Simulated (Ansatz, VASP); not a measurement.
# One calculation of C, two programs

```
CELL_PARAMETERS angstrom
0.00000 1.72906 1.95073
1.72906 0.00000 1.95073
1.72906 1.72906 0.00000
ATOMIC_POSITIONS crystal
C 0.50000 0.50000 0.50000
C 0.75000 0.75000 0.75000
```

Alike in both runs: task single point; functional PBE; k mesh 12 × 12 × 12; occupations gaussian, width 0.05 eV; no spin polarisation.

```csv
,VASP,Ansatz
version,VASP 6.6.1,Ansatz 0.2.0
potentials or method,"VASP PAW PBE potentials, release 64 (C), cutoff 520 eV","scalar-relativistic, plane waves, PAW"
valence electrons in the cell,8,8
```

Ansatz gave:

* gap on the k mesh at the Fermi level (eV): 2.62
* least direct gap on the mesh (eV): 4.48
* pressure (GPa): -9.2
* traceless stress, the component that is largest in VASP (GPa): -80.99

Estimate VASP's values.

gap on the k mesh at the Fermi level (eV): 2.61; least direct gap on the mesh (eV): 4.48; pressure (GPa): -8.7; traceless stress, the component that is largest in VASP (GPa): -81.00.

With one functional, cell and mesh, what is left measures potentials, basis and numerics.
